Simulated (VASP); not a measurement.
# SnS2 in VASP: single point with PBEsol

Aim: the single point of SnS2 with PBEsol.

All numbers are computed with VASP 6.6.1; they aren't measurements. Logs are shortened: lines on timing, memory, paths and dates and some standing lists are left out, and cuts for length are marked.

## 1. The cell of the first run

The cell holds a slab with vacuum, 15 atoms: a = 3.651 Å, b = 7.074 Å, c = 26.718 Å, α = 90.00°, β = 90.00°, γ = 104.96°.

## 2. Single point, PBEsol

Input file INCAR:

```
SYSTEM = SnS2
  PREC = Accurate
  ENCUT = 400
  EDIFF = 1E-6
  ISMEAR = 0
  SIGMA = 0.05
  LREAL = .False.
  LASPH = .True.
  NELM = 120
  ALGO = Normal
  ISIF = 2
  LWAVE = .False.
  LCHARG = .True.
  LDIPOL = .True.
  IDIPOL = 3
  DIPOL = 0.5 0.5 0.500
  GGA = PS
  LELF = .True.
  LVHAR = .True.
  LVACPOTAV = .True.
  NBANDS = 78
  ISYM = 0
  GGA_COMPAT = .False.
  NELMDL = -8
```

Input file KPOINTS:

```
regular mesh
0
Gamma
  8 4 1
  0 0 0
```

Input file POSCAR:

```
SnS2
1.0
    3.6513143030      0.0000000000      0.0000000000
   -1.8256571515      6.8344400096      0.0000000000
    0.0000000000      0.0000000000     26.7183670518
S Sn
10 5
Direct
    0.9878657370      0.9757275627      0.2654337619
    0.2299538720      0.4598899063      0.2999225772
    0.5790014011      0.1579794074      0.3896761886
    0.8441912482      0.6883829054      0.4041942802
    0.1900365857      0.3800647719      0.4906519290
    0.4521806437      0.9043697285      0.5093489498
    0.7980184976      0.5960365420      0.5958082646
    0.0632084634      0.1264402704      0.6103215649
    0.4122460432      0.8245100051      0.7000772929
    0.6543325129      0.3086689468      0.7345651309
    0.5917886353      0.1835714633      0.2963346639
    0.2135177262      0.4270249805      0.3950136873
    0.8211082680      0.6422165522      0.5000017049
    0.4286923274      0.8573950930      0.6049870732
    0.0504110737      0.1008279356      0.7036629307
```

Potentials or basis: VASP PAW PBE potentials, release 64 (S, Sn_d).

Command:

```console
> cat potpaw_PBE.64/S/POTCAR potpaw_PBE.64/Sn_d/POTCAR > POTCAR
> mpirun -np 1 vasp_std > vasp.out
```

OUTCAR:

```text
SYSTEM = SnS2
   PREC = Accurate
   ENCUT = 400
   EDIFF = 1E-6
   ISMEAR = 0
   LREAL = .False.
   LASPH = .True.
   NELM = 120
   ISIF = 2
   GGA = PS
   ISYM = 0
   NELMDL = -8

 ion  position               nearest neighbor table
   1  0.988  0.976  0.265-  11 2.46  11 2.46
   2  0.230  0.460  0.300-  12 2.55  11 2.63  11 2.63
   3  0.579  0.158  0.390-  11 2.50  12 2.60  12 2.60
   4  0.844  0.688  0.404-  12 2.57  12 2.57  13 2.58
   5  0.190  0.380  0.491-  13 2.57  13 2.57  12 2.58
   6  0.452  0.904  0.509-  13 2.57  13 2.57  14 2.58
   7  0.798  0.596  0.596-  14 2.57  14 2.57  13 2.58
   8  0.063  0.126  0.610-  15 2.50  14 2.60  14 2.60
   9  0.412  0.825  0.700-  14 2.55  15 2.63  15 2.63
  10  0.654  0.309  0.735-  15 2.46  15 2.46
  11  0.592  0.184  0.296-   1 2.46   1 2.46   3 2.50   2 2.63   2 2.63  12 3.61  12 3.61
  12  0.214  0.427  0.395-   2 2.55   4 2.57   4 2.57   5 2.58   3 2.60   3 2.60  11 3.61  11 3.61
                            13 3.66  13 3.66
  13  0.821  0.642  0.500-   5 2.57   6 2.57   5 2.57   6 2.57   7 2.58   4 2.58  14 3.66  14 3.66
                            12 3.66  12 3.66
  14  0.429  0.857  0.605-   9 2.55   7 2.57   7 2.57   6 2.58   8 2.60   8 2.60  15 3.61  15 3.61
                            13 3.66  13 3.66
  15  0.050  0.101  0.704-  10 2.46  10 2.46   8 2.50   9 2.63   9 2.63  14 3.61  14 3.61

IMPORTANT INFORMATION: All symmetrisations will be switched off!
NOSYMM: (Re-)initialisation of all symmetry stuff for point group C_1.

----------------------------------------------------------------------------------------

                                     Primitive cell

  volume of cell :     666.7485

  direct lattice vectors                    reciprocal lattice vectors
     3.651314303  0.000000000  0.000000000     0.273873985  0.073158883  0.000000000
    -1.825657151  6.834440010  0.000000000     0.000000000  0.146317767  0.000000000
     0.000000000  0.000000000 26.718367052     0.000000000  0.000000000  0.037427437

  length of vectors
     3.651314303  7.074079041 26.718367052     0.283476952  0.146317767  0.037427437

  position of ions in fractional coordinates (direct lattice)
     0.987865737  0.975727563  0.265433762
     0.229953872  0.459889906  0.299922577
     0.579001401  0.157979407  0.389676189
     0.844191248  0.688382905  0.404194280
     0.190036586  0.380064772  0.490651929
     0.452180644  0.904369729  0.509348950
     0.798018498  0.596036542  0.595808265
     0.063208463  0.126440270  0.610321565
     0.412246043  0.824510005  0.700077293
     0.654332513  0.308668947  0.734565131
     0.591788635  0.183571463  0.296334664
     0.213517726  0.427024981  0.395013687
     0.821108268  0.642216552  0.500001705
     0.428692327  0.857395093  0.604987073
     0.050411074  0.100827936  0.703662931

  ion indices of the primitive-cell ions
   primitive index   ion index
                 1           1
                 2           2
                 3           3
                 4           4
                 5           5
                 6           6
                 7           7
                 8           8
                 9           9
                10          10
                11          11
                12          12
                13          13
                14          14
                15          15

----------------------------------------------------------------------------------------

 KPOINTS: regular mesh

Automatic generation of k-mesh.
 Grid dimensions read from file:
 generate k-points for:    8    4    1

 Generating k-lattice:

  Cartesian coordinates                     Fractional coordinates (reciprocal lattice)
     0.034234248  0.009144860  0.000000000     0.125000000  0.000000000  0.000000000
     0.000000000  0.036579442  0.000000000     0.000000000  0.250000000  0.000000000
     0.000000000  0.000000000  0.037427437     0.000000000  0.000000000  1.000000000

  Length of vectors
     0.035434619  0.036579442  0.037427437

  Shift w.r.t. Gamma in fractional coordinates (k-lattice)
     0.000000000  0.000000000  0.000000000

[... 18 lines left out ...]

 WARNING: IBZKPT: internal override: KBLOWUP is changed to .FALSE.
      ... skipping the blow-up phase ...

 Subroutine IBZKPT returns following result:
 ===========================================

 Found     18 irreducible k-points:

 Following reciprocal coordinates:
            Coordinates               Weight
  0.000000  0.000000  0.000000      1.000000
  0.125000  0.000000  0.000000      2.000000
  0.250000  0.000000  0.000000      2.000000
  0.375000  0.000000  0.000000      2.000000
  0.500000  0.000000  0.000000      1.000000
  0.000000  0.250000  0.000000      2.000000
[... 10 lines left out ...]
  0.375000  0.500000  0.000000      2.000000
  0.500000  0.500000  0.000000      1.000000
   k-points           NKPTS =     18   k-points in BZ     NKDIM =     18   number of bands    NBANDS=     78
   number of dos      NEDOS =    301   number of ions     NIONS =     15
   total plane-waves  NPLWV = 207360
   dimension x,y,z NGX =    24 NGY =   48 NGZ =  180
   dimension x,y,z NGXF=    48 NGYF=   96 NGZF=  360
   ions per type =              10   5
   NGX,Y,Z   is equivalent  to a cutoff of  10.93, 11.28, 11.20 a.u.
   NGXF,Y,Z  is equivalent  to a cutoff of  21.85, 22.56, 22.40 a.u.
 SYSTEM =  SnS2
   PREC   = accura    normal or accurate (medium, high low for compatibility)
   ISTART =      0    job   : 0-new  1-cont  2-samecut
   ICHARG =      2    charge: 1-file 2-atom 10-const
   ISPIN  =      1    spin polarized calculation?
   LNONCOLLINEAR =      F non collinear calculations
   LSORBIT =      F    spin-orbit coupling
   LASPH  =      T    aspherical Exc in radial PAW
   ENCUT  =  400.0 eV  29.40 Ry    5.42 a.u.   5.95 11.54 43.57*2*pi/ulx,y,z
   NELM   =    120;   NELMIN=  2; NELMDL= -8     # of ELM steps
   EDIFF  = 0.1E-05   stopping-criterion for ELM
   LREAL  =      F    real-space projection
   EDIFFG = 0.1E-04   stopping-criterion for IOM
   NSW    =      0    number of steps for IOM
   IBRION =     -1    ionic relax: 0-MD 1-quasi-New 2-CG
   NFREE  =      0    steps in history (QN), initial steepest desc. (CG)
   ISIF   =      2    stress and relaxation
   ISYM   =      0    0-nonsym 1-usesym 2-fastsym
   POTIM  = 0.5000    time-step for ionic-motion
   TEBEG  =    0.0;   TEEND  =   0.0 temperature during run
   PSTRESS=    0.0 pullay stress
   NELECT =     130.0000    total number of electrons
   NUPDOWN=      -1.0000    fix difference up-down
   EMIN   =  10.00;   EMAX   =-10.00  energy-range for DOS
   EFERMI =   0.00;   METHOD = LEGACY
   ISMEAR =     0;   SIGMA  =   0.05  broadening in eV -4-tet -1-fermi 0-gaus
   EFERMI_NEDOS =   21; number of points for ismear=-14 and -15
   IALGO  =     38    algorithm
   IMIX   =      4    mixing-type and parameters
     AMIX     =   0.40;   BMIX     =  1.00
     AMIX_MAG =   1.60;   BMIX_MAG =  1.00
  volume/ion in A,a.u.               =      44.45       299.96
  Fermi-wavevector in a.u.,A,eV,Ry     =   0.949297  1.793910 12.261081  0.901164
  Thomas-Fermi vector in A             =   2.077566
   LORBIT       =      0    0 simple, 1 ext, 2 COOP (PROOUT), +10 PAW based schemes
   GGA     = PS    functional components
   LHFCALC =     F    Hartree Fock is set to
   AEXX    =    0.0000 exact exchange contribution
   IVDW    =     0    specifies the selected vdW correction
   LEPSILON=     F    determine dielectric tensor
   LRPA    =     F    only Hartree local field effects (RPA)
 non-spin polarized calculation
 Gauss-broadening in eV      SIGMA  =   0.05
  energy-cutoff  :      400.00
  volume of cell :      666.75
 maximum number of plane-waves:     12174
   NGX = 11   NGY = 23   NGZ = 87

 dipolmoment           0.000000      0.000000      0.000000 electrons x Angstroem

 number of electron     130.0000019 magnetization

 dipolmoment           0.000000      0.000000     -0.000007 electrons x Angstroem

 Free energy of the ion-electron system (eV)
  ---------------------------------------------------
  ext. energy  EPLUGINS =         0.00000000
  ---------------------------------------------------
  free energy    TOTEN  =       -70.20562775 eV

  energy without entropy =      -70.20562775  energy(sigma->0) =      -70.20562775

 E-fermi :  -0.4613     XC(G=0):  -5.5211

 val. band max:       -0.7382181164   @ k =  -0.3750   0.2500   0.0000
 cond. band min:       0.5538690635   @ k =   0.0000   0.0000   0.0000
 fundamental gap:      1.2920871799
 Fermi energy:        -0.4613110503

 k-point     1 :       0.0000    0.0000    0.0000
  band No.  band energies     occupation
      1     -21.8065      2.00000
      2     -21.7788      2.00000
      3     -21.7508      2.00000
      4     -21.7322      2.00000
      5     -21.7185      2.00000
      6     -21.7088      2.00000
[... 1429 lines left out ...]
     76       4.7370      0.00000
     77       4.9205      0.00000
 [bands above 77 left out]

------------------------ aborting loop because EDIFF is reached ----------------------------------------

  FORCE on cell =-STRESS in cart. coord.  units (eV):
  Direction    XX          YY          ZZ          XY          YZ          ZX
  --------------------------------------------------------------------------------------
  -------------------------------------------------------------------------------------
  Total       -4.1896736     -0.4055384     -0.1410286     -0.0000339     -0.0698249      0.0003068
  in kB      -10.0676638     -0.9744970     -0.3388876     -0.0000814     -0.1677872      0.0007372
  external PRESSURE =      -3.7936828 kB  Pullay stress =       0.0000000 kB

 VOLUME and BASIS-vectors are now :
 -----------------------------------------------------------------------------
  energy-cutoff  :      400.00
  volume of cell :      666.75
      direct lattice vectors                 reciprocal lattice vectors
     3.651314303  0.000000000  0.000000000     0.273873985  0.073158883  0.000000000
    -1.825657151  6.834440010  0.000000000     0.000000000  0.146317767  0.000000000
     0.000000000  0.000000000 26.718367052     0.000000000  0.000000000  0.037427437

 POSITION                                       TOTAL-FORCE (eV/Angst)
 -----------------------------------------------------------------------------------
      1.82566      6.66855      7.09196        -0.000159      0.015300      0.007162
      0.00003      3.14309      8.01344        -0.000154      0.004282     -0.001896
      1.82570      1.07970     10.41151        -0.000459     -0.003562     -0.005372
      1.82566      4.70471     10.79941        -0.000205     -0.002932     -0.006592
      0.00002      2.59753     13.10942        -0.000101     -0.003226      0.004641
     -0.00002      6.18086     13.60897        -0.000467      0.002840     -0.004410
      1.82566      4.07358     15.91902         0.000092      0.002499      0.006365
     -0.00004      0.86415     16.30680        -0.000170      0.002997      0.005937
     -0.00003      5.63506     18.70492        -0.000402     -0.004784      0.001713
      1.82565      2.10958     19.62638        -0.000121     -0.015270     -0.007128
      1.82567      1.25461      7.91758         0.000805     -0.014372     -0.000562
      0.00002      2.91848     10.55412         0.000759      0.005792     -0.000431
      1.82566      4.38919     13.35923         0.001206      0.001108     -0.000286
     -0.00002      5.85982     16.16427        -0.001356     -0.006524      0.000041
     -0.00001      0.68910     18.80072         0.000732      0.015855      0.000818
 -----------------------------------------------------------------------------------
    total drift:                                0.002751      0.002470     -0.000275

  FREE ENERGIE OF THE ION-ELECTRON SYSTEM (eV)
  ---------------------------------------------------
  free  energy   TOTEN  =       -70.2056277533 eV

  energy  without entropy=      -70.2056277533  energy(sigma->0) =      -70.20562775

 vacuum level on the upper side and lower side of the slab         5.638         5.638
```

It took 26 min on 1 thread of Intel Xeon Platinum 8488C (Sapphire Rapids), shared host; peak memory 0.76 GiB.

Results:

```yaml
Free_energy: -70.2056 eV
Largest_force: 0.017 eV/Å
Band_gap_on_the_k_mesh: 1.29 eV (least direct gap 1.45 eV)
```

Forces in eV/Å, atoms in the order of the input:
```
S    0.000  0.015  0.007
S    0.000  0.004 -0.002
S    0.000 -0.004 -0.005
S    0.000 -0.003 -0.007
S    0.000 -0.003  0.005
S    0.000  0.003 -0.004
S    0.000  0.002  0.006
S    0.000  0.003  0.006
S    0.000 -0.005  0.002
S    0.000 -0.015 -0.007
Sn   0.001 -0.014 -0.001
Sn   0.001  0.006  0.000
Sn   0.001  0.001  0.000
Sn  -0.001 -0.007  0.000
Sn   0.001  0.016  0.001
```

Levels at points of the mesh, in eV from the valence-band top:
| k point | band 63 | band 64 | band 65 | band 66 | band 67 | band 68 |
| --- | --- | --- | --- | --- | --- | --- |
| (0.00, 0.00, 0.00) | -0.18 | -0.17 | -0.16 | 1.29 | 1.67 | 1.70 |
| (0.50, 0.00, 0.00) | -0.35 | -0.11 | -0.10 | 1.48 | 1.62 | 1.84 |
| (0.00, 0.50, 0.00) | -0.35 | -0.11 | -0.10 | 1.58 | 1.98 | 2.29 |
| (0.50, 0.50, 0.00) | -0.35 | -0.11 | -0.10 | 1.48 | 1.62 | 1.84 |

Caveat: the PAW data sets were made with another functional, which shifts forces and pressure a little; spin-orbit coupling is left out, which moves the levels of the heavy elements.
